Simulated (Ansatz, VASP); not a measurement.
## Sc in VASP and in Ansatz

The input INCAR:

```
PREC = Accurate
ENCUT = 520
EDIFF = 1E-6
ISMEAR = 0
SIGMA = 0.15
LREAL = F
LASPH = T
NELM = 100
ALGO = Fast
ISIF = 2
LWAVE = F
LCHARG = T
GGA = PS
LELF = T
LVHAR = T
NBANDS = 18
```

Contents of KPOINTS:

```
regular mesh
0
Gamma
  18 18 10
```

POSCAR

```
Sc
1.0
    3.2591659288      0.0000000000      0.0000000000
   -1.6295829644      2.8225204895      0.0000000000
    0.0000000000      0.0000000000      5.2680000000
Sc
2
Direct
    0.3333333333      0.6666666667      0.2500000000
    0.6666666667      0.3333333333      0.7500000000
```

Input for Ansatz:

```yaml
crystal:
  lattice:
    - [3.2591659288, 0.0, 0.0]
    - [-1.6295829644, 2.8225204895, 0.0]
    - [0.0, 0.0, 5.268]
  atoms:
    - { symbol: Sc, position: [0.3333333333, 0.6666666667, 0.25] }
    - { symbol: Sc, position: [0.6666666667, 0.3333333333, 0.75] }
basis:
  ecutwfc: 420
kpoints:
  mp_grid: { grid: [18, 18, 10] }
hamiltonian:
  xc: pbesol
scf:
  occupations: { method: gaussian, width: 0.15 }
output:
  forces: true
  stress: true
  eigenvalues: true
```

Change from the starting cell: strain -0.015 along x and y, +0.000 along z, atoms carried along.

Alike in both runs: task single point; functional PBEsol; k mesh 18 × 18 × 10; occupations gaussian, width 0.15 eV; no spin polarisation.

|  | VASP | Ansatz |
| --- | --- | --- |
| version | VASP 6.6.1 | Ansatz 0.2.0 |
| potentials or method | VASP PAW PBE potentials, release 64 (Sc_sv), cutoff 520 eV | scalar-relativistic, plane waves, PAW |
| valence electrons in the cell | 22 | 22 |

|  | VASP | Ansatz | Ansatz less VASP |
| --- | --- | --- | --- |
| gap on the k mesh at the Fermi level (eV) | none | none | - |
| pressure (GPa) | -1.2 | -1.2 | -0.02 |
| traceless stress, the component that is largest in VASP (GPa) | -1.91 | -1.91 | +0.001 |

VASP's potentials were made for PBE, not for PBEsol. A gap of «none» marks a metal or a gap that the smearing closes.
